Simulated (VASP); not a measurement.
# ZnO (P4/nmm) in VASP: further runs

The runs below take ZnO through single point, relaxation of cell and atoms, with PBE.

Program: VASP 6.6.1. These are calculated values, not measurements. Logs are shortened: lines on timing, memory, paths and dates and some standing lists are left out, and cuts for length are marked.

### Step 1. The cell of the first run

Symmetry: P4/nmm, No. 129, tetragonal system. The conventional cell has a = 3.849 Å, b = 3.849 Å, c = 3.588 Å, α = 90.00°, β = 90.00°, γ = 90.00°. Within 2.7 Å of Zn (site symmetry -4m2) lie 4 O at 2.03 Å. Within 2.7 Å of O (site symmetry 4mm) lie 4 Zn at 2.03 Å.

### Step 2. Single point, PBE

Input file INCAR:

```
SYSTEM = ZnO
PREC     = Accurate       ! precision mode
ENCUT    = 520            ! plane-wave cutoff, eV
EDIFF    = 1E-6           ! SCF threshold, eV
ISMEAR   = 0              ! smearing method
SIGMA    = 0.1            ! smearing width, eV
LREAL    = .FALSE.        ! projectors in reciprocal space
LASPH    = .TRUE.         ! aspherical terms in the spheres
NELM     = 80             ! most SCF steps
ALGO     = Normal         ! electronic algorithm
ISIF     = 2              ! what is computed and relaxed
LWAVE    = .FALSE.        ! write WAVECAR
LCHARG   = .TRUE.         ! write CHGCAR
GGA      = PE             ! functional
LELF     = .TRUE.         ! ELF
LVHAR    = .TRUE.       
NBANDS   = 26             ! bands
```

Input file KPOINTS:

```
regular mesh
0
G
  4 4 4
  0 0 0
```

Input file POSCAR:

```
ZnO
1.0
    3.8485834958      0.0000000000      0.0000000000
    0.0000000000      3.8485834958      0.0000000000
    0.0000000000      0.0000000000      3.5877624688
Zn O
2 2
Direct
    0.0000000000      0.0000000000      0.5000000000
    0.5000000000      0.5000000000      0.5000000000
    0.0000000000      0.5000000000      0.6796250119
    0.5000000000      0.0000000000      0.3203749881
```

Potentials or basis: VASP PAW PBE potentials, release 64 (Zn, O).

The run is started by

```
$ cat potpaw_PBE.64/Zn/POTCAR potpaw_PBE.64/O/POTCAR > POTCAR
$ mpirun -np 1 vasp_std > vasp.out
```

OUTCAR:

```text
SYSTEM = ZnO
   PREC = Accurate
   ENCUT = 520
   EDIFF = 1E-6
   ISMEAR = 0
   LREAL = .FALSE.
   LASPH = .TRUE.
   NELM = 80
   ISIF = 2
   GGA = PE

 ion  position               nearest neighbor table
   1  0.000  0.000  0.500-   3 2.03   4 2.03   3 2.03   4 2.03   2 2.72   2 2.72   2 2.72   2 2.72

   2  0.500  0.500  0.500-   3 2.03   4 2.03   4 2.03   3 2.03   1 2.72   1 2.72   1 2.72   1 2.72

   3  0.000  0.500  0.680-   1 2.03   2 2.03   1 2.03   2 2.03
   4  0.500  0.000  0.320-   1 2.03   2 2.03   2 2.03   1 2.03

  LATTYP: Found a simple tetragonal cell.
 ALAT       =     3.8485834958
 C/A-ratio  =     0.9322293443

  Lattice vectors:

 A1 = (   3.8485834958,   0.0000000000,   0.0000000000)
 A2 = (   0.0000000000,   3.8485834958,   0.0000000000)
 A3 = (   0.0000000000,   0.0000000000,   3.5877624688)

Analysis of symmetry for initial positions (statically):
=====================================================================
 Subroutine PRICEL returns:
 Original cell was already a primitive cell.

 Routine SETGRP: Setting up the symmetry group for a
 simple tetragonal supercell.

 Subroutine GETGRP returns: Found 16 space group operations
 (whereof  8 operations were pure point group operations)
 out of a pool of 16 trial point group operations.

The static configuration has the point symmetry D_2d.
 The point group associated with its full space group is D_4h.

Analysis of symmetry for dynamics (positions and initial velocities):
=====================================================================
 Subroutine PRICEL returns:
 Original cell was already a primitive cell.

 Routine SETGRP: Setting up the symmetry group for a
 simple tetragonal supercell.

 Subroutine GETGRP returns: Found 16 space group operations
 (whereof  8 operations were pure point group operations)
 out of a pool of 16 trial point group operations.

The dynamic configuration has the point symmetry D_2d.
 The point group associated with its full space group is D_4h.

 Subroutine INISYM returns: Found 16 space group operations
 (whereof  8 operations are pure point group operations),
 and found     1 'primitive' translations

----------------------------------------------------------------------------------------

                                     Primitive cell

  volume of cell :      53.1405

  direct lattice vectors                    reciprocal lattice vectors
     3.848583496  0.000000000  0.000000000     0.259835859  0.000000000  0.000000000
     0.000000000  3.848583496  0.000000000     0.000000000  0.259835859  0.000000000
     0.000000000  0.000000000  3.587762469     0.000000000  0.000000000  0.278725252

  length of vectors
     3.848583496  3.848583496  3.587762469     0.259835859  0.259835859  0.278725252

  position of ions in fractional coordinates (direct lattice)
     0.000000000  0.000000000  0.500000000
     0.500000000  0.500000000  0.500000000
     0.000000000  0.500000000  0.679625012
     0.500000000  0.000000000  0.320374988

  ion indices of the primitive-cell ions
   primitive index   ion index
                 1           1
                 2           2
                 3           3
                 4           4

----------------------------------------------------------------------------------------

 KPOINTS: regular mesh

Automatic generation of k-mesh.
 Grid dimensions read from file:
 generate k-points for:    4    4    4

 Generating k-lattice:

  Cartesian coordinates                     Fractional coordinates (reciprocal lattice)
     0.064958965  0.000000000  0.000000000     0.250000000  0.000000000  0.000000000
     0.000000000  0.064958965  0.000000000     0.000000000  0.250000000  0.000000000
     0.000000000  0.000000000  0.069681313     0.000000000  0.000000000  0.250000000

  Length of vectors
     0.064958965  0.064958965  0.069681313

  Shift w.r.t. Gamma in fractional coordinates (k-lattice)
     0.000000000  0.000000000  0.000000000

 Subroutine IBZKPT returns following result:
 ===========================================

 Found     18 irreducible k-points:

 Following reciprocal coordinates:
            Coordinates               Weight
  0.000000  0.000000  0.000000      1.000000
  0.250000  0.000000  0.000000      4.000000
  0.500000  0.000000  0.000000      2.000000
  0.250000  0.250000  0.000000      4.000000
  0.500000  0.250000  0.000000      4.000000
  0.500000  0.500000  0.000000      1.000000
[... 10 lines left out ...]
  0.500000  0.250000  0.500000      4.000000
  0.500000  0.500000  0.500000      1.000000
   k-points           NKPTS =     18   k-points in BZ     NKDIM =     18   number of bands    NBANDS=     26
   number of dos      NEDOS =    301   number of ions     NIONS =      4
   total plane-waves  NPLWV =  25200
   dimension x,y,z NGX =    30 NGY =   30 NGZ =   28
   dimension x,y,z NGXF=    60 NGYF=   60 NGZF=   56
   ions per type =               2   2
[... 65 lines left out ...]
 fundamental gap:      1.0815931724
 Fermi energy:         0.6212971935

 k-point     1 :       0.0000    0.0000    0.0000
  band No.  band energies     occupation
      1     -17.3325      2.00000
      2     -16.3059      2.00000
      3      -5.1679      2.00000
      4      -5.1463      2.00000
      5      -5.1463      2.00000
      6      -5.0820      2.00000
[... 18 lines left out ...]
     25      13.8681      0.00000
     26      16.1075      0.00000

 k-point     2 :       0.2500    0.0000    0.0000
  band No.  band energies     occupation
      1     -17.1249      2.00000
      2     -16.3843      2.00000
      3      -5.3651      2.00000
      4      -5.2866      2.00000
      5      -5.2513      2.00000
      6      -4.9853      2.00000
[... 18 lines left out ...]
     25      13.4676      0.00000
     26      14.3501      0.00000

 k-point     3 :       0.5000    0.0000    0.0000
  band No.  band energies     occupation
      1     -16.6891      2.00000
      2     -16.6891      2.00000
      3      -5.4897      2.00000
      4      -5.4897      2.00000
      5      -5.2420      2.00000
      6      -5.2420      2.00000
[... 18 lines left out ...]
     25      13.4651      0.00000
     26      13.4651      0.00000

 k-point     4 :       0.2500    0.2500    0.0000
  band No.  band energies     occupation
      1     -16.9482      2.00000
      2     -16.4124      2.00000
      3      -5.8208      2.00000
      4      -5.6058      2.00000
      5      -5.2932      2.00000
      6      -5.1155      2.00000
[... 18 lines left out ...]
     25      13.5912      0.00000
     26      13.9774      0.00000

 k-point     5 :       0.5000    0.2500    0.0000
  band No.  band energies     occupation
      1     -16.6042      2.00000
      2     -16.6042      2.00000
      3      -6.0605      2.00000
      4      -6.0605      2.00000
      5      -5.2727      2.00000
      6      -5.2727      2.00000
[... 18 lines left out ...]
     25      14.5984      0.00000
     26      14.5984      0.00000

 k-point     6 :       0.5000    0.5000    0.0000
  band No.  band energies     occupation
      1     -16.5162      2.00000
      2     -16.5162      2.00000
      3      -6.4657      2.00000
      4      -6.4657      2.00000
      5      -5.3262      2.00000
      6      -5.3262      2.00000
[... 253 lines left out ...]
 k-point    15 :       0.5000    0.0000    0.5000
  band No.  band energies     occupation
      1     -16.6028      2.00000
      2     -16.6028      2.00000
      3      -5.5403      2.00000
      4      -5.5403      2.00000
      5      -5.2601      2.00000
      6      -5.2601      2.00000
[... 18 lines left out ...]
     25      14.2625      0.00000
     26      14.2625      0.00000

 k-point    16 :       0.2500    0.2500    0.5000
  band No.  band energies     occupation
      1     -16.7932      2.00000
      2     -16.4080      2.00000
      3      -5.9362      2.00000
      4      -5.4438      2.00000
      5      -5.3552      2.00000
      6      -5.2141      2.00000
[... 18 lines left out ...]
     25      14.2190      0.00000
     26      15.5742      0.00000

 k-point    17 :       0.5000    0.2500    0.5000
  band No.  band energies     occupation
      1     -16.5259      2.00000
      2     -16.5259      2.00000
      3      -5.9741      2.00000
      4      -5.9741      2.00000
      5      -5.3065      2.00000
      6      -5.3065      2.00000
[... 18 lines left out ...]
     25      14.8789      0.00000
     26      14.8789      0.00000

 k-point    18 :       0.5000    0.5000    0.5000
  band No.  band energies     occupation
      1     -16.4465      2.00000
      2     -16.4465      2.00000
      3      -6.2348      2.00000
      4      -6.2348      2.00000
      5      -5.3640      2.00000
      6      -5.3640      2.00000
[... 18 lines left out ...]
     25      13.4000      0.00000
     26      13.4000      0.00000

------------------------ aborting loop because EDIFF is reached ----------------------------------------

  FORCE on cell =-STRESS in cart. coord.  units (eV):
  Direction    XX          YY          ZZ          XY          YZ          ZX
  --------------------------------------------------------------------------------------
  -------------------------------------------------------------------------------------
  Total        0.4755643      0.4755643     -0.0279690      0.0000000      0.0000000     -0.0000000
  in kB       14.3381892     14.3381892     -0.8432596      0.0000000      0.0000000     -0.0000000
  external PRESSURE =       9.2777062 kB  Pullay stress =       0.0000000 kB

 VOLUME and BASIS-vectors are now :
 -----------------------------------------------------------------------------
  energy-cutoff  :      520.00
  volume of cell :       53.14
      direct lattice vectors                 reciprocal lattice vectors
     3.848583496  0.000000000  0.000000000     0.259835859  0.000000000  0.000000000
     0.000000000  3.848583496  0.000000000     0.000000000  0.259835859  0.000000000
     0.000000000  0.000000000  3.587762469     0.000000000  0.000000000  0.278725252

 POSITION                                       TOTAL-FORCE (eV/Angst)
 -----------------------------------------------------------------------------------
      0.00000      0.00000      1.79388         0.000000      0.000000      0.000000
      1.92429      1.92429      1.79388         0.000000     -0.000000      0.000000
      0.00000      1.92429      2.43833         0.000000     -0.000000      0.070430
      1.92429      0.00000      1.14943         0.000000      0.000000     -0.070430
 -----------------------------------------------------------------------------------
    total drift:                                0.000000      0.000000     -0.000000

  FREE ENERGIE OF THE ION-ELECTRON SYSTEM (eV)
  ---------------------------------------------------
  free  energy   TOTEN  =       -16.5443792496 eV

  energy  without entropy=      -16.5443792496  energy(sigma->0) =      -16.54437925
```

It took 14 s on 1 thread of Intel Xeon Platinum 8559C (Emerald Rapids), shared host; peak memory 0.16 GiB.

What came out:

* Free energy: -16.5444 eV
* Pressure: 0.9 GPa
* Largest force: 0.070 eV/Å
* Band gap on the k mesh: 1.08 eV, indirect (least direct gap 1.18 eV)

Forces on the atoms (eV/Å):
```
Zn   0.000  0.000  0.000
Zn   0.000  0.000  0.000
O    0.000  0.000  0.070
O    0.000  0.000 -0.070
```

Caveat: the k points lie up to 0.44 Å⁻¹ apart. A k mesh can miss the band edges.

### Step 3. Single point, PBE

Input file INCAR:

```
  PREC = Accurate
  ENCUT = 520
  EDIFF = 1E-7
  ISMEAR = 0
  SIGMA = 0.1
  LREAL = False
  LASPH = True
  NELM = 80
  ALGO = Normal
  ISIF = 2
  LWAVE = False
  LCHARG = False
  GGA = PE
  NBANDS = 26
```

Input file KPOINTS:

```
regular mesh
0
Gamma
  4 4 6
```

POSCAR is that of step 2.

Potentials or basis: VASP PAW PBE potentials, release 64 (Zn, O).

The run is started by

```
$ cat potpaw_PBE.64/Zn/POTCAR potpaw_PBE.64/O/POTCAR > POTCAR
$ mpirun -np 1 vasp_std > vasp.out
```

Run time: 17 s. Hardware: 1 thread of Intel Xeon Platinum 8559C (Emerald Rapids), shared host; peak memory 0.17 GiB.

It converged, with:

| Item | Value |
| --- | --- |
| Free energy | -16.5461 eV |
| Pressure | 0.9 GPa |
| Largest force | 0.073 eV/Å |
| Band gap on the k mesh | 1.08 eV, indirect (least direct gap 1.18 eV) |

Forces in eV/Å, atoms in the order of the input:
```
Zn   0.000  0.000  0.000
Zn   0.000  0.000  0.000
O    0.000  0.000  0.073
O    0.000  0.000 -0.073
```

Stress tensor (GPa, compression positive):
```
 1.44  0.00  0.00
 0.00  1.44  0.00
 0.00  0.00 -0.13
```

Levels at points of the mesh, in eV from the valence-band top:
```csv
k point,band 16,band 17,band 18,band 19,band 20,band 21
"(0.00, 0.00, 0.00)",-0.81,-0.81,-0.10,1.08,4.67,7.39
"(0.50, 0.00, 0.00)",-1.63,-0.46,-0.46,5.06,5.06,9.05
"(0.50, 0.50, 0.00)",-1.03,-0.18,-0.18,6.33,6.33,7.46
"(0.00, 0.00, 0.50)",-1.49,-0.84,-0.84,4.16,5.52,6.59
"(0.50, 0.00, 0.50)",-1.46,-0.43,-0.43,4.72,4.72,7.92
"(0.50, 0.50, 0.50)",-1.73,-0.99,-0.99,6.91,6.91,8.53
```

A k mesh can miss the band edges.

### Step 4. Relaxation of cell and atoms, PBE

Input file INCAR:

```
PREC = Accurate
ENCUT = 600
EDIFF = 1E-6
ISMEAR = 0
SIGMA = 0.1
LREAL = False
LASPH = True
NELM = 60
ALGO = Normal
ISIF = 3
LWAVE = False
LCHARG = False
GGA = PE
IBRION = 2
NSW = 90
EDIFFG = -0.04
```

KPOINTS is that of step 3.

POSCAR is that of step 3.

The run is started by

```
$ cat potpaw_PBE.64/Zn/POTCAR potpaw_PBE.64/O/POTCAR > POTCAR
$ mpirun -np 1 vasp_std > vasp.out
```

Run time: 48 s. Hardware: 1 thread of Intel Xeon Platinum 8559C (Emerald Rapids), shared host; peak memory 0.19 GiB.

Results (log left out):

```yaml
Free_energy: -16.5511 eV
Relaxed_volume: 13.36 Å³/atom
Relaxed_cell: a = 3.860 Å, b = 3.860 Å, c = 3.586 Å, α = 90.00°, β = 90.00°, γ = 90.00°
Space_group_after_relaxing_to_0.05_Å: P4/nmm (No. 129)
Energy_gained_by_relaxing: 0.4 meV/atom
Ionic_steps: 3
Pressure_after_relaxing: -0.1 GPa
Largest_force_after_relaxing: 0.012 eV/Å
Band_gap_on_the_k_mesh: 1.06 eV, indirect (least direct gap 1.14 eV)
```

Forces on the atoms (eV/Å):
```
Zn   0.000  0.000  0.000
Zn   0.000  0.000  0.000
O    0.000  0.000  0.012
O    0.000  0.000 -0.012
```

Stress tensor (GPa, compression positive):
```
-0.02  0.00  0.00
 0.00 -0.02  0.00
 0.00  0.00 -0.40
```

The path:
```
step  energy change (eV)  largest force (eV/Å)  pressure (GPa)  volume (Å³)
   1              0.0000                0.0718            0.78        53.14
   2             -0.0008                0.0275           -0.83        53.64
   3             -0.0015                0.0119           -0.15        53.44
```

Final structure:
```
CELL_PARAMETERS angstrom
3.86042 0.00000 0.00000
0.00000 3.86042 0.00000
0.00000 0.00000 3.58557
ATOMIC_POSITIONS crystal
Zn 0.00000 0.00000 0.50000
Zn 0.50000 0.50000 0.50000
O 0.00000 0.50000 0.68020
O 0.50000 0.00000 0.31980
```

Levels at points of the mesh, in eV from the valence-band top:
```csv
k point,band 16,band 17,band 18,band 19,band 20,band 21
"(0.00, 0.00, 0.00)",-0.81,-0.81,-0.09,1.06,4.61,7.40
"(0.50, 0.00, 0.00)",-1.63,-0.45,-0.45,5.02,5.02,9.05
"(0.50, 0.50, 0.00)",-1.00,-0.18,-0.18,6.31,6.31,7.40
"(0.00, 0.00, 0.50)",-1.50,-0.84,-0.84,4.12,5.51,6.53
"(0.50, 0.00, 0.50)",-1.46,-0.43,-0.43,4.69,4.69,7.88
"(0.50, 0.50, 0.50)",-1.71,-0.99,-0.99,6.88,6.88,8.46
```

### Step 5. Single point, PBE

This run uses another cell than the first one, of 13.05 Å³/atom, 0.982 times its volume.

Input file INCAR:

```
PREC = Accurate
ENCUT = 520
EDIFF = 1E-6
ISMEAR = 0
SIGMA = 0.02
LREAL = F
LASPH = T
NELM = 60
ALGO = Normal
ISIF = 2
LWAVE = F
LCHARG = F
GGA = PE
NBANDS = 26
```

Input file KPOINTS:

```
regular mesh
0
Gamma
  8 8 8
```

Input file POSCAR:

```
ZnO
1.0
    3.8478860146      0.0000000000      0.0000000000
    0.0000000000      3.8478860146      0.0000000000
    0.0000000000      0.0000000000      3.5259832421
Zn O
2 2
Direct
    0.0000000000      0.0000000000      0.5000000000
    0.5000000000      0.5000000000      0.5000000000
    0.0000000000      0.5000000000      0.6846645757
    0.5000000000      0.0000000000      0.3153354243
```

The run is started by

```
$ cat potpaw_PBE.64/Zn/POTCAR potpaw_PBE.64/O/POTCAR > POTCAR
$ mpirun -np 1 vasp_std > vasp.out
```

Wall time 68 s (1 thread of Intel Xeon Platinum 8559C (Emerald Rapids), shared host); peak memory 0.22 GiB.

Results (log left out):

* Free energy: -16.5481 eV
* Pressure: 0.9 GPa
* Largest force: 0.068 eV/Å
* Band gap on the k mesh: 1.05 eV, indirect (least direct gap 1.09 eV)

Forces on the atoms (eV/Å):
```
Zn   0.000  0.000  0.000
Zn   0.000  0.000  0.000
O    0.000  0.000  0.068
O    0.000  0.000 -0.068
```

Stress tensor (GPa, compression positive):
```
1.24 0.00 0.00
0.00 1.24 0.00
0.00 0.00 0.11
```

Levels at points of the mesh, in eV from the valence-band top:
| k point | band 15 | band 16 | band 17 | band 18 | band 19 | band 20 | band 21 | band 22 |
| --- | --- | --- | --- | --- | --- | --- | --- | --- |
| (0.00, 0.00, 0.00) | -1.16 | -0.81 | -0.81 | -0.03 | 1.05 | 4.59 | 7.47 | 11.80 |
| (0.50, 0.00, 0.00) | -1.64 | -1.64 | -0.45 | -0.45 | 5.06 | 5.06 | 9.19 | 9.19 |
| (0.50, 0.50, 0.00) | -1.01 | -1.01 | -0.18 | -0.18 | 6.31 | 6.31 | 7.45 | 7.45 |
| (0.00, 0.00, 0.50) | -2.01 | -1.51 | -0.84 | -0.84 | 4.27 | 5.56 | 6.69 | 8.07 |
| (0.50, 0.00, 0.50) | -1.45 | -1.45 | -0.43 | -0.43 | 4.68 | 4.68 | 8.00 | 8.00 |
| (0.50, 0.50, 0.50) | -1.78 | -1.78 | -1.06 | -1.06 | 6.93 | 6.93 | 8.51 | 8.51 |

### Step 6. The runs side by side

```tsv
task	cell	k mesh	cutoff (eV)	smearing	gap on the mesh (eV)	pressure (GPa)	largest force (eV/Å)
single point	a = 3.849, b = 3.849, c = 3.588 Å, 4 atoms	4 × 4 × 4	520	gaussian 0.1 eV	1.08	0.9	0.07
single point	a = 3.849, b = 3.849, c = 3.588 Å, 4 atoms	4 × 4 × 6	520	gaussian 0.1 eV	1.08	0.9	0.07
relaxation of cell and atoms	relaxed from a = 3.849, b = 3.849, c = 3.588 Å, 4 atoms	4 × 4 × 6	600	gaussian 0.1 eV	1.06	-0.1	0.01
single point	a = 3.848, b = 3.848, c = 3.526 Å, 4 atoms	8 × 8 × 8	520	gaussian 0.02 eV	1.05	0.9	0.07
```

Alike in all rows: level PBE; potentials or basis VASP PAW PBE potentials, release 64 (Zn, O); no spin polarisation.

Caveats: some runs use coarse meshes.

Total energies depend on the potentials used, so only differences within one code and one set of settings carry meaning.
